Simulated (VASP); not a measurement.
# Sb (I4/mmm) in VASP: a series of runs, part 2 of 2

VASP 6.6.1.

### Step 4. Single point, PBE+D3(BJ)

This run uses another cell than the first one, of 26.42 Å³/atom.

The input, INCAR:

```
PREC = Accurate
ENCUT = 520
EDIFF = 1E-6
ISMEAR = -1
SIGMA = 0.05
LREAL = F
LASPH = T
NELM = 80
ALGO = Normal
ISIF = 2
LWAVE = F
LCHARG = F
GGA = PE
IVDW = 12
NBANDS = 8
```

The input, KPOINTS:

```
Automatic mesh
0
Gamma
  12 12 12
```

The input, POSCAR:

```
Sb
1.0
   -1.5911541864      1.5911541864      2.6090277440
    1.5911541864     -1.5911541864      2.6090277440
    1.5911541864      1.5911541864     -2.6090277440
Sb
1
Direct
    0.0000000000      0.0000000000      0.0000000000
```

Potentials or basis: VASP PAW PBE potentials, release 64 (Sb).

On the command line:

```bash
$ cat potpaw_PBE.64/Sb/POTCAR > POTCAR
$ mpirun -np 1 vasp_std > vasp.out
```

OUTCAR:

```text
PREC = Accurate
   ENCUT = 520
   EDIFF = 1E-6
   ISMEAR = -1
   LREAL = F
   LASPH = T
   NELM = 80
   ISIF = 2
   GGA = PE
   IVDW = 12
 IVDW          = 12

 ion  position               nearest neighbor table
   1  0.000  0.000  0.000-

  LATTYP: Found a body centered tetragonal cell.
 ALAT       =     3.1823083728
 C/A-ratio  =     1.6397076828

  Lattice vectors:

 A1 = (  -1.5911541864,   1.5911541864,   2.6090277440)
[... 443 lines left out ...]
      7      19.4512      0.00000
      8      22.2936      0.00000

 [... further k-points ...]

------------------------ aborting loop because EDIFF is reached ----------------------------------------

 Edisp (eV)   -0.53515

 E8    (eV) :    -0.2472

  FORCE on cell =-STRESS in cart. coord.  units (eV):
  Direction    XX          YY          ZZ          XY          YZ          ZX
  --------------------------------------------------------------------------------------
  -------------------------------------------------------------------------------------
  Total      -0.07064    -0.07064    -0.08396     0.00000    -0.00000     0.00000
  in kB      -4.28346    -4.28346    -5.09128     0.00000    -0.00000     0.00000
  external pressure =       -4.55 kB  Pullay stress =        0.00 kB

 VOLUME and BASIS-vectors are now :
 -----------------------------------------------------------------------------
  energy-cutoff  :      520.00
  volume of cell :       26.42
      direct lattice vectors                 reciprocal lattice vectors
    -1.591154186  1.591154186  2.609027744     0.000000000  0.314237303  0.191642270
     1.591154186 -1.591154186  2.609027744     0.314237303  0.000000000  0.191642270
     1.591154186  1.591154186 -2.609027744     0.314237303  0.314237303  0.000000000

 POSITION                                       TOTAL-FORCE (eV/Angst)
 -----------------------------------------------------------------------------------
      0.00000      0.00000      0.00000         0.000000      0.000000      0.000000
 -----------------------------------------------------------------------------------
    total drift:                                0.000000      0.000000     -0.000000

  FREE ENERGIE OF THE ION-ELECTRON SYSTEM (eV)
  ---------------------------------------------------
  free  energy   TOTEN  =        -4.3740241284 eV

  energy  without entropy=       -4.3699676771  energy(sigma->0) =       -4.37199590
```

OSZICAR:

```text
N       E                     dE             d eps       ncg     rms          rms(c)
DAV:   1     0.488221969022E+01    0.48822E+01   -0.16821E+03  2624   0.412E+02
DAV:   2    -0.374916000806E+01   -0.86314E+01   -0.83082E+01  3592   0.517E+01
DAV:   3    -0.384341870013E+01   -0.94259E-01   -0.94001E-01  3304   0.608E+00
DAV:   4    -0.384368099912E+01   -0.26230E-03   -0.26230E-03  4000   0.377E-01
DAV:   5    -0.384368150095E+01   -0.50183E-06   -0.50207E-06  3416   0.102E-02    0.180E+00
DAV:   6    -0.384055297895E+01    0.31285E-02   -0.17946E-03  3208   0.223E-01    0.103E+00
DAV:   7    -0.383886472619E+01    0.16883E-02   -0.38569E-03  3104   0.327E-01    0.536E-02
DAV:   8    -0.383887529495E+01   -0.10569E-04   -0.64154E-05  3648   0.611E-02    0.607E-03
DAV:   9    -0.383887572604E+01   -0.43110E-06   -0.80025E-07  3616   0.685E-03
   1 F= -.43740241E+01 E0= -.43719959E+01  d E =-.405645E-02
```

stdout:

```text
POSCAR found type information on POSCAR Sb
 POSCAR found :  1 types and       1 ions
 scaLAPACK will be used
 LDA part: xc-table for (Slater+PW92), standard interpolation
 POSCAR, INCAR and KPOINTS ok, starting setup
 FFT: planning ... GRIDC
 FFT: planning ... GRID_SOFT
 FFT: planning ... GRID
 WAVECAR not read
 entering main loop
```

Wall time 32 s (1 thread of Intel Xeon 8259CL, shared host); peak memory 0.18 GiB.

What came out:

```yaml
Free_energy: -4.3740 eV
Pressure: -0.5 GPa
Band_gap_on_the_k_mesh: zero (an odd number of electrons rules out a gap without spin polarisation)
Dispersion_energy_per_atom: -0.535 eV
```

Levels at points of the mesh, in eV from the Fermi level:
| k point | band 1 | band 2 | band 3 | band 4 | band 5 | band 6 | band 7 | band 8 |
| --- | --- | --- | --- | --- | --- | --- | --- | --- |
| (0.00, 0.00, 0.00) | -13.10 | 5.15 | 5.52 | 5.52 | 9.52 | 10.47 | 10.54 | 10.54 |
| (0.50, 0.00, 0.00) | -9.19 | -5.94 | 2.29 | 5.04 | 6.71 | 9.88 | 10.18 | 10.37 |
| (0.50, 0.50, 0.00) | -6.85 | -4.63 | -0.72 | 0.49 | 3.60 | 4.34 | 16.48 | 16.88 |
| (0.50, 0.50, 0.50) | -8.88 | -5.66 | 1.70 | 1.70 | 5.55 | 5.63 | 18.09 | 18.35 |

Caveat: three body term missing; spin-orbit coupling is left out, which moves the levels of the heavy elements.

### Step 5. Single point, PBE+D3(BJ)

This run uses another cell than the first one, of 26.96 Å³/atom.

The input, INCAR:

```
PREC     = Accurate       # precision mode
ENCUT    = 520            # plane-wave cutoff, eV
EDIFF    = 1E-6           # SCF threshold, eV
ISMEAR   = -1             # smearing method
SIGMA    = 0.05           # smearing width, eV
LREAL    = F              # projectors in reciprocal space
LASPH    = T              # aspherical terms in the spheres
NELM     = 60             # most SCF steps
ALGO     = Normal         # electronic algorithm
ISIF     = 2              # what is computed and relaxed
LWAVE    = F              # write WAVECAR
LCHARG   = T              # write CHGCAR
GGA      = PE             # functional
IVDW     = 12             # dispersion correction
LELF     = T              # ELF
LVHAR    = T            
NBANDS   = 8              # bands
```

KPOINTS is that of step 4.

The input, POSCAR:

```
Sb
1.0
   -1.5765401831      1.5765401831      2.7119384313
    1.5765401831     -1.5765401831      2.7119384313
    1.5765401831      1.5765401831     -2.7119384313
Sb
1
Direct
    0.0000000000      0.0000000000      0.0000000000
```

On the command line:

```bash
$ cat potpaw_PBE.64/Sb/POTCAR > POTCAR
$ mpirun -np 1 vasp_std > vasp.out
```

It took 35 s on 1 thread of Intel Xeon 8259CL, shared host; peak memory 0.19 GiB.

The run converged. Its results:

```yaml
Free_energy: -4.3672 eV
Pressure: -1.4 GPa
Band_gap_on_the_k_mesh: zero (an odd number of electrons rules out a gap without spin polarisation)
Dispersion_energy_per_atom: -0.525 eV
```

Stress tensor (GPa, compression positive):
```
-1.18  0.00  0.00
 0.00 -1.18  0.00
 0.00  0.00 -1.86
```

Levels at points of the mesh, in eV from the Fermi level:
| k point | band 1 | band 2 | band 3 | band 4 | band 5 | band 6 |
| --- | --- | --- | --- | --- | --- | --- |
| (0.00, 0.00, 0.00) | -12.95 | 4.64 | 5.43 | 5.43 | 9.35 | 10.64 |
| (0.50, 0.00, 0.00) | -9.13 | -5.80 | 1.77 | 5.37 | 6.11 | 10.18 |
| (0.50, 0.50, 0.00) | -6.65 | -4.40 | -1.02 | 0.59 | 3.46 | 4.35 |
| (0.50, 0.50, 0.50) | -9.28 | -5.67 | 2.11 | 2.11 | 5.87 | 6.10 |

Caveat: three body term missing; spin-orbit coupling is left out, which moves the levels of the heavy elements.

### Step 6. The runs side by side

| level | cell | gap on the mesh (eV) | pressure (GPa) |
| --- | --- | --- | --- |
| PBE+D3(BJ) | a = 3.438 Å, angles 124.9, 124.9, 81.6°, 1 atom | none | -0.1 |
| PBE+D4 | a = 3.440 Å, angles 125.0, 125.0, 81.6°, 1 atom | none | -0.1 |
| PBE+D3(BJ) | a = 3.445 Å, angles 125.0, 125.0, 81.6°, 1 atom | none | -0.5 |
| PBE+D3(BJ) | a = 3.511 Å, angles 126.6, 126.6, 78.8°, 1 atom | none | -1.4 |

Alike in all rows: task single point; potentials or basis VASP PAW PBE potentials, release 64 (Sb); no spin polarisation; k mesh 12 × 12 × 12; cutoff (eV) 520; smearing fermi-dirac 0.05 eV.

Caveats: spin-orbit coupling is left out, which moves the levels of the heavy elements; three body term missing (at least some runs).

Total energies depend on the potentials used, so only differences within one code and one set of settings carry meaning.
